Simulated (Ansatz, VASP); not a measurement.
## Two plane-wave programs on MnSb

```xyz
2
Lattice="3.3717 0.0000 0.0000 0.0000 3.3717 0.0000 0.0000 0.0000 3.3717" Properties=species:S:1:pos:R:3 pbc="T T T"
Mn    0.0000    0.0000    0.0000
Sb    1.6859    1.6859    1.6859
```

Alike in both runs: functional PBE; k mesh 16 × 16 × 16; occupations gaussian, width 0.1 eV; collinear spin.

Ansatz relaxed the structure, and its values are those at the end. VASP's run is a single point on that final structure, the one shown.

|  | VASP | Ansatz |
| --- | --- | --- |
| version | VASP 6.6.1 | Ansatz 0.2.0 |
| potentials or method | VASP PAW PBE potentials, release 64 (Mn_pv, Sb), cutoff 520 eV | scalar-relativistic, plane waves, PAW |
| valence electrons in the cell | 18 | 30 |

```tsv
	VASP	Ansatz	Ansatz less VASP
gap on the k mesh at the Fermi level (eV)	none	none	-
pressure (GPa)	-0.1	0.0	+0.02
net moment per atom (μB)	1.59	1.59	+0.001
size of the moment on the site where the two differ most (μB)	3.28	3.34	+0.062
```

Site moments also hang on the region over which each program counts them. A gap of «none» marks a metal or a gap that the smearing closes. The functional is the same, so the differences come from potentials, cutoffs and numerics. VASP's potentials hold 18 valence electrons a cell and Ansatz's 30, so a difference there can come from the potentials and not from the codes.

Spin-orbit coupling is off throughout.
